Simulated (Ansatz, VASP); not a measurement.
## One calculation of Be2B3, two programs

```
Be B
1.0
     2.09355   -3.24180    0.00000
     2.09355    3.24180    0.00000
     0.00000    0.00000    2.81982
Be B
2 3
Direct
  0.72801 0.27199 0.50000
  0.27199 0.72801 0.50000
  0.50000 0.50000 0.00000
  0.78955 0.78955 0.50000
  0.21045 0.21045 0.50000
```

Alike in both runs: task relaxation of cell and atoms; functional PBE; k mesh 10 × 10 × 14; occupations gaussian, width 0.1 eV; no spin polarisation.

|  | VASP | Ansatz |
| --- | --- | --- |
| version | VASP 6.6.1 | Ansatz 0.2.0 |
| potentials or method | VASP PAW PBE potentials, release 64 (Be, B), cutoff 600 eV | scalar-relativistic, plane waves, PAW |
| valence electrons in the cell | 13 | 13 |

```tsv
	VASP	Ansatz	Ansatz less VASP
gap on the k mesh at the Fermi level, each at its own relaxed structure (eV)	none	none	-
relaxed volume (Å³/atom)	7.65	7.65	-0.003
relaxed cell length with the largest relative difference (Å)	2.841	2.840	-0.0008
```

A gap of «none» marks a metal or a gap that the smearing closes.
